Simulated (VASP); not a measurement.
Runs of VASP 6.6.1 on BN. The structure is that of space group P6_3mc (No. 186), or close to it. The cells are those of the table. 

```tsv
cell	gap on the mesh (eV)	pressure (GPa)	largest force (eV/Å)
a = 2.544, b = 2.544, c = 4.208 Å, angles 89.1, 91.7, 120.0°, 4 atoms	5.68	1.3	0.07
a = 2.544, b = 2.544, c = 4.208 Å, angles 90.6, 88.7, 120.0°, 4 atoms	5.70	1.2	0.05
a = 2.544, b = 2.544, c = 4.208 Å, angles 90.2, 89.6, 120.0°, 4 atoms	(b)	1.1	0.02
a = 2.544, b = 2.544, c = 4.208 Å, angles 90.4, 89.1, 120.0°, 4 atoms	5.71	1.2	0.03
a = 2.545, b = 2.544, c = 4.209 Å, angles 91.3, 87.4, 120.0°, 4 atoms	5.64	(a)	0.11
a = 2.544, b = 2.544, c = 4.208 Å, angles 91.1, 87.9, 120.0°, 4 atoms	5.66	(c)	0.09
```

Alike in all rows: task single point; level r2SCAN; potentials or basis VASP PAW PBE potentials, release 64 (B, N); no spin polarisation; k mesh 12 × 12 × 6; cutoff (eV) 520; smearing gaussian 0.05 eV.

**Question.** Fill in the values left out.

**Answer.** (a) 1.5; (b) 5.72; (c) 1.4.

Caveats: the PAW data sets were made with another functional, which shifts forces and pressure a little.

A k mesh can miss the band edges.
